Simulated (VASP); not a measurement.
# Co (Im-3m) in VASP: single point with LDA

Aim: the single point of Co with LDA.

Program: VASP 6.6.1. These are calculated values, not measurements. Logs are shortened: lines on timing, memory, paths and dates and some standing lists are left out, and cuts for length are marked.

### 1 The cell of the first run

Symmetry: Im-3m, No. 229, cubic system. The conventional cell has a = 2.790 Å, b = 2.790 Å, c = 2.790 Å, α = 90.00°, β = 90.00°, γ = 90.00°. Co (site symmetry m-3m) has 14 Co at 2.42 to 2.79 Å within 3.2 Å.

### 2 Single point, LDA, non-collinear spin, typed start

INCAR

```
PREC = Accurate
ENCUT = 600
EDIFF = 1E-6
ISMEAR = 0
SIGMA = 0.1
LREAL = F
LASPH = T
NELM = 200
ALGO = Normal
ISIF = 2
LWAVE = F
LCHARG = T
LNONCOLLINEAR = T
MAGMOM = -1.922 0.025 -0.846 0.612 0.819 -0.803
LORBIT = 11
LMAXMIX = 4
GGA = CA
LVHAR = T
NBANDS = 30
GGA_COMPAT = F
```

KPOINTS

```
regular mesh
0
Gamma
  3 3 3
```

POSCAR

```
Co
1.0
    2.7900000000      0.0000000000      0.0000000000
    0.0000000000      2.7900000000      0.0000000000
    0.0000000000      0.0000000000      2.7900000000
Co
2
Direct
    0.0000000000      0.0000000000      0.0000000000
    0.5000000000      0.5000000000      0.5000000000
```

Potentials or basis: VASP PAW LDA potentials, release 64 (Co).

On the command line:

```bash
$ cat potpaw_LDA.64/Co/POTCAR > POTCAR
$ mpirun -np 1 vasp_ncl > vasp.out
```

OUTCAR:

```text
PREC = Accurate
   ENCUT = 600
   EDIFF = 1E-6
   ISMEAR = 0
   LREAL = F
   LASPH = T
   NELM = 200
   ISIF = 2
   LNONCOLLINEAR = T
   LORBIT = 11
   GGA = CA

 ion  position               nearest neighbor table
   1  0.000  0.000  0.000-   2 2.42   2 2.42   2 2.42   2 2.42   2 2.42   2 2.42   2 2.42   2 2.42

   2  0.500  0.500  0.500-   1 2.42   1 2.42   1 2.42   1 2.42   1 2.42   1 2.42   1 2.42   1 2.42

  LATTYP: Found a simple cubic cell.
 ALAT       =     2.7900000000

  Lattice vectors:

 A1 = (   2.7900000000,   0.0000000000,   0.0000000000)
 A2 = (   0.0000000000,   2.7900000000,   0.0000000000)
 A3 = (   0.0000000000,   0.0000000000,   2.7900000000)

Analysis of symmetry for initial positions (statically):
=====================================================================
 Subroutine PRICEL returns following result:

  LATTYP: Found a body centered cubic cell.
 ALAT       =     2.7900000000

  Lattice vectors:

 A1 = (   1.3950000000,   1.3950000000,  -1.3950000000)
 A2 = (  -1.3950000000,   1.3950000000,   1.3950000000)
 A3 = (   1.3950000000,  -1.3950000000,   1.3950000000)

   2 primitive cells build up your supercell.

 Routine SETGRP: Setting up the symmetry group for a
 simple cubic supercell.

 Subroutine GETGRP returns: Found 48 space group operations
 (whereof 48 operations were pure point group operations)
 out of a pool of 48 trial point group operations.

The static configuration has the point symmetry O_h .

Analysis of symmetry for dynamics (positions and initial velocities):
=====================================================================
 Subroutine PRICEL returns following result:

  LATTYP: Found a body centered cubic cell.
 ALAT       =     2.7900000000

  Lattice vectors:

 A1 = (   1.3950000000,   1.3950000000,  -1.3950000000)
 A2 = (  -1.3950000000,   1.3950000000,   1.3950000000)
 A3 = (   1.3950000000,  -1.3950000000,   1.3950000000)

   2 primitive cells build up your supercell.

 Routine SETGRP: Setting up the symmetry group for a
 simple cubic supercell.

 Subroutine GETGRP returns: Found 48 space group operations
 (whereof 48 operations were pure point group operations)
 out of a pool of 48 trial point group operations.

The dynamic configuration has the point symmetry O_h .

Analysis of structural, dynamic, and magnetic symmetry:
=====================================================================
 Subroutine PRICEL returns:
 Original cell was already a primitive cell.

 Routine SETGRP: Setting up the symmetry group for a
 simple cubic supercell.

 Subroutine GETGRP returns: Found  2 space group operations
 (whereof  2 operations were pure point group operations)
 out of a pool of 48 trial point group operations.

The overall configuration has the point symmetry S_2 .

 Subroutine INISYM returns: Found  2 space group operations
 (whereof  2 operations are pure point group operations),
 and found     1 'primitive' translations

----------------------------------------------------------------------------------------

                                     Primitive cell

  volume of cell :      21.7176

  direct lattice vectors                    reciprocal lattice vectors
     2.790000000  0.000000000  0.000000000     0.358422939  0.000000000  0.000000000
     0.000000000  2.790000000  0.000000000     0.000000000  0.358422939  0.000000000
     0.000000000  0.000000000  2.790000000     0.000000000  0.000000000  0.358422939

  length of vectors
     2.790000000  2.790000000  2.790000000     0.358422939  0.358422939  0.358422939

  position of ions in fractional coordinates (direct lattice)
     0.000000000  0.000000000  0.000000000
     0.500000000  0.500000000  0.500000000

  ion indices of the primitive-cell ions
   primitive index   ion index
                 1           1
                 2           2

----------------------------------------------------------------------------------------

 KPOINTS: regular mesh

Automatic generation of k-mesh.
 Grid dimensions read from file:
 generate k-points for:    3    3    3

 Generating k-lattice:

  Cartesian coordinates                     Fractional coordinates (reciprocal lattice)
     0.119474313  0.000000000  0.000000000     0.333333333  0.000000000  0.000000000
     0.000000000  0.119474313  0.000000000     0.000000000  0.333333333  0.000000000
     0.000000000  0.000000000  0.119474313     0.000000000  0.000000000  0.333333333

  Length of vectors
     0.119474313  0.119474313  0.119474313

  Shift w.r.t. Gamma in fractional coordinates (k-lattice)
     0.000000000  0.000000000  0.000000000

 Subroutine IBZKPT returns following result:
 ===========================================

 Found     14 irreducible k-points:

 Following reciprocal coordinates:
            Coordinates               Weight
  0.000000  0.000000  0.000000      1.000000
  0.333333  0.000000  0.000000      2.000000
  0.000000  0.333333  0.000000      2.000000
  0.000000  0.000000  0.333333      2.000000
  0.333333  0.333333  0.000000      2.000000
  0.000000  0.333333  0.333333      2.000000
  0.333333  0.000000  0.333333      2.000000
 -0.333333  0.333333  0.000000      2.000000
 -0.333333  0.000000  0.333333      2.000000
  0.000000 -0.333333  0.333333      2.000000
  0.333333  0.333333  0.333333      2.000000
 -0.333333  0.333333  0.333333      2.000000
 -0.333333 -0.333333  0.333333      2.000000
  0.333333 -0.333333  0.333333      2.000000
   k-points           NKPTS =     14   k-points in BZ     NKDIM =     14   number of bands    NBANDS=     30
   number of dos      NEDOS =    301   number of ions     NIONS =      2
   total plane-waves  NPLWV =  13824
   dimension x,y,z NGX =    24 NGY =   24 NGZ =   24
   dimension x,y,z NGXF=    48 NGYF=   48 NGZF=   48
   ions per type =               2
   NGX,Y,Z   is equivalent  to a cutoff of  14.30, 14.30, 14.30 a.u.
   NGXF,Y,Z  is equivalent  to a cutoff of  28.60, 28.60, 28.60 a.u.
 SYSTEM =  unknown system
   PREC   = accura    normal or accurate (medium, high low for compatibility)
   ISTART =      0    job   : 0-new  1-cont  2-samecut
   ICHARG =      2    charge: 1-file 2-atom 10-const
   ISPIN  =      1    spin polarized calculation?
   LNONCOLLINEAR =      T non collinear calculations
   LSORBIT =      F    spin-orbit coupling
   LASPH  =      T    aspherical Exc in radial PAW
   ENCUT  =  600.0 eV  44.10 Ry    6.64 a.u.   5.57  5.57  5.57*2*pi/ulx,y,z
   NELM   =    200;   NELMIN=  2; NELMDL= -5     # of ELM steps
   EDIFF  = 0.1E-05   stopping-criterion for ELM
   LREAL  =      F    real-space projection
   EDIFFG = 0.1E-04   stopping-criterion for IOM
   NSW    =      0    number of steps for IOM
   IBRION =     -1    ionic relax: 0-MD 1-quasi-New 2-CG
   NFREE  =      0    steps in history (QN), initial steepest desc. (CG)
   ISIF   =      2    stress and relaxation
   ISYM   =      2    0-nonsym 1-usesym 2-fastsym
   POTIM  = 0.5000    time-step for ionic-motion
   TEBEG  =    0.0;   TEEND  =   0.0 temperature during run
   PSTRESS=    0.0 pullay stress
   NELECT =      18.0000    total number of electrons
   NUPDOWN=      -1.0000    fix difference up-down
   EMIN   =  10.00;   EMAX   =-10.00  energy-range for DOS
   EFERMI =   0.00;   METHOD = LEGACY
   ISMEAR =     0;   SIGMA  =   0.10  broadening in eV -4-tet -1-fermi 0-gaus
   EFERMI_NEDOS =   21; number of points for ismear=-14 and -15
   IALGO  =     38    algorithm
   IMIX   =      4    mixing-type and parameters
     AMIX     =   0.40;   BMIX     =  1.00
     AMIX_MAG =   1.60;   BMIX_MAG =  1.00
  volume/ion in A,a.u.               =      10.86        73.28
  Fermi-wavevector in a.u.,A,eV,Ry     =   1.537782  2.905987 32.174700  2.364774
  Thomas-Fermi vector in A             =   2.644243
   LORBIT       =     11    0 simple, 1 ext, 2 COOP (PROOUT), +10 PAW based schemes
   GGA     = CA    functional components
   LHFCALC =     F    Hartree Fock is set to
   AEXX    =    0.0000 exact exchange contribution
   IVDW    =     0    specifies the selected vdW correction
   LEPSILON=     F    determine dielectric tensor
   LRPA    =     F    only Hartree local field effects (RPA)
 Gauss-broadening in eV      SIGMA  =   0.10
  energy-cutoff  :      600.00
  volume of cell :       21.72
 maximum number of plane-waves:      1478
 NGX is ok and might be reduce to    24
   NGX = 11   NGY = 11   NGZ = 11

 number of electron      18.0000003 magnetization      -1.6938228      1.4392792     -2.5829106

 Free energy of the ion-electron system (eV)
  ---------------------------------------------------
  ext. energy  EPLUGINS =         0.00000000
  ---------------------------------------------------
  free energy    TOTEN  =       -16.21292546 eV

  energy without entropy =      -16.20060131  energy(sigma->0) =      -16.20676338

 E-fermi :  10.2399     XC(G=0): -13.7331

 val. band max:        9.8728969194   @ k =   0.0000   0.0000   0.3333
 cond. band min:      10.2549022227   @ k =  -0.3333   0.3333   0.0000
 fundamental gap:      0.3820053033
 Fermi energy:        10.2398975332

 k-point     1 :       0.0000    0.0000    0.0000
  band No.  band energies     occupation
      1       0.9891      1.00000
      2       1.1864      1.00000
      3       4.9882      1.00000
      4       4.9882      1.00000
      5       6.2895      1.00000
      6       6.2895      1.00000
[... 22 lines left out ...]
     29      25.6483      0.00000
     30      25.6483      0.00000

 k-point     2 :       0.3333    0.0000    0.0000
  band No.  band energies     occupation
      1       3.1404      1.00000
      2       3.3760      1.00000
      3       5.5305      1.00000
      4       5.8705      1.00000
      5       6.5718      1.00000
      6       7.2898      1.00000
[... 22 lines left out ...]
     29      26.4774      0.00000
     30      27.1771      0.00000

 k-point     3 :       0.0000    0.3333    0.0000
  band No.  band energies     occupation
      1       3.1404      1.00000
      2       3.3760      1.00000
      3       5.5305      1.00000
      4       5.8705      1.00000
      5       6.5718      1.00000
      6       7.2898      1.00000
[... 22 lines left out ...]
     29      26.4774      0.00000
     30      27.1771      0.00000

 k-point     4 :       0.0000    0.0000    0.3333
  band No.  band energies     occupation
      1       3.1404      1.00000
      2       3.3760      1.00000
      3       5.5305      1.00000
      4       5.8705      1.00000
      5       6.5718      1.00000
      6       7.2898      1.00000
[... 286 lines left out ...]
     29      22.9678      0.00000
     30      22.9678      0.00000

 k-point    13 :      -0.3333   -0.3333    0.3333
  band No.  band energies     occupation
      1       5.9094      1.00000
      2       5.9989      1.00000
      3       6.3320      1.00000
      4       6.3320      1.00000
      5       6.4840      1.00000
      6       6.5796      1.00000
[... 22 lines left out ...]
     29      22.9678      0.00000
     30      22.9678      0.00000

 k-point    14 :       0.3333   -0.3333    0.3333
  band No.  band energies     occupation
      1       5.9094      1.00000
      2       5.9989      1.00000
      3       6.3320      1.00000
      4       6.3320      1.00000
      5       6.4840      1.00000
      6       6.5796      1.00000
[... 22 lines left out ...]
     29      22.9678      0.00000
     30      22.9678      0.00000

------------------------ aborting loop because EDIFF is reached ----------------------------------------

  FORCE on cell =-STRESS in cart. coord.  units (eV):
  Direction    XX          YY          ZZ          XY          YZ          ZX
  --------------------------------------------------------------------------------------
  -------------------------------------------------------------------------------------
  Total       -2.1883616     -2.1883629     -2.1883691      0.0000020     -0.0000017     -0.0000006
  in kB     -161.4421979   -161.4422909   -161.4427493      0.0001459     -0.0001226     -0.0000459
  external PRESSURE =    -161.4424127 kB  Pullay stress =       0.0000000 kB

 VOLUME and BASIS-vectors are now :
 -----------------------------------------------------------------------------
  energy-cutoff  :      600.00
  volume of cell :       21.72
      direct lattice vectors                 reciprocal lattice vectors
     2.790000000  0.000000000  0.000000000     0.358422939  0.000000000  0.000000000
     0.000000000  2.790000000  0.000000000     0.000000000  0.358422939  0.000000000
     0.000000000  0.000000000  2.790000000     0.000000000  0.000000000  0.358422939

 POSITION                                       TOTAL-FORCE (eV/Angst)
 -----------------------------------------------------------------------------------
      0.00000      0.00000      0.00000         0.000000      0.000000      0.000000
      1.39500      1.39500      1.39500         0.000000      0.000000      0.000000
 -----------------------------------------------------------------------------------
    total drift:                                0.000000     -0.000000     -0.000000

  FREE ENERGIE OF THE ION-ELECTRON SYSTEM (eV)
  ---------------------------------------------------
  free  energy   TOTEN  =       -16.2129254603 eV

  energy  without entropy=      -16.2006013054  energy(sigma->0) =      -16.20676338

 total charge

# of ion       s       p       d       tot
------------------------------------------
    1        0.492   0.513   7.272   8.277
    2        0.492   0.513   7.272   8.277
--------------------------------------------------
tot          0.984   1.026  14.543  16.553

 magnetization (x)

# of ion       s       p       d       tot
------------------------------------------
    1        0.006   0.021  -0.878  -0.850
    2        0.006   0.021  -0.878  -0.850
--------------------------------------------------
tot          0.012   0.042  -1.755  -1.700

 magnetization (y)

# of ion       s       p       d       tot
------------------------------------------
    1       -0.005  -0.018   0.746   0.722
    2       -0.005  -0.018   0.746   0.722
--------------------------------------------------
tot         -0.010  -0.036   1.491   1.445

 magnetization (z)

# of ion       s       p       d       tot
------------------------------------------
    1        0.009   0.032  -1.338  -1.296
    2        0.009   0.032  -1.338  -1.296
--------------------------------------------------
tot          0.019   0.065  -2.676  -2.593
```

It took 12 s on 1 thread of Intel Xeon 6975P-C (Granite Rapids), shared host; peak memory 0.17 GiB.

Results:

```yaml
Free_energy: -16.2129 eV
Pressure: -16.1 GPa
Band_gap_on_the_k_mesh: zero (band 18 reaches 10.54 eV, above the bottom of band 19 at 9.87 eV)
Net_moment: 3.41 μB per cell
Valence_electrons_inside_the_program's_atomic_spheres: Co 8.28
```

Moments on the atoms (μB; x, y, z):
```
Co  -0.85  0.72 -1.30
Co  -0.85  0.72 -1.30
```

Caveat: the k points lie up to 0.75 Å⁻¹ apart.
